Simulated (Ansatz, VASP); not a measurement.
Ba in VASP and in Ansatz

INCAR

```
SYSTEM = Ba
PREC = Accurate ; ENCUT = 520
EDIFF = 1E-6 ; ISMEAR = -1
SIGMA = 0.05 ; LREAL = .False.
LASPH = .True. ; NELM = 80
ALGO = Normal ; ISIF = 2
LWAVE = .False. ; LCHARG = .False.
GGA = PE ; NBANDS = 11
```

File KPOINTS:

```
Automatic mesh
0
Gamma
  10 10 10
  0 0 0
```

File POSCAR:

```
Ba
1.0
   -2.5165567739      2.5165567739      2.5165567739
    2.5165567739     -2.5165567739      2.5165567739
    2.5165567739      2.5165567739     -2.5165567739
Ba
1
Direct
    0.0000000000      0.0000000000      0.0000000000
```

Input for Ansatz:

```yaml
crystal:
  lattice:
    - [-2.5165567739, 2.5165567739, 2.5165567739]
    - [2.5165567739, -2.5165567739, 2.5165567739]
    - [2.5165567739, 2.5165567739, -2.5165567739]
  atoms:
    - { symbol: Ba, position: [0.0, 0.0, 0.0] }
kpoints:
  mp_grid: { grid: [10, 10, 10] }
scf:
  occupations: { method: fermi_dirac, width: 0.05 }
hamiltonian:
  xc: pbe
  pseudopotentials: { kind: all_electron, lapw: { basis_error: 0.0005 } }
output:
  forces: true
  stress: true
  eigenvalues: true
```

Change from the starting cell: volume scaled by 1.02.

Alike in both runs: task single point; functional PBE; k mesh 10 × 10 × 10; occupations fermi-dirac, width 0.05 eV; no spin polarisation.

|  | VASP | Ansatz |
| --- | --- | --- |
| version | VASP 6.6.1 | Ansatz 0.2.0 |
| potentials or method | VASP PAW PBE potentials, release 64 (Ba_sv), cutoff 520 eV | all-electron LAPW, scalar-relativistic |

Ansatz gave:

```
pressure (GPa) : -0.1
```

Task: What did VASP give for the same quantities?

Result: Pressure (GPa): 0.0.

Ansatz ran all-electron here, and VASP with PAW potentials.

Spin-orbit coupling is off throughout.
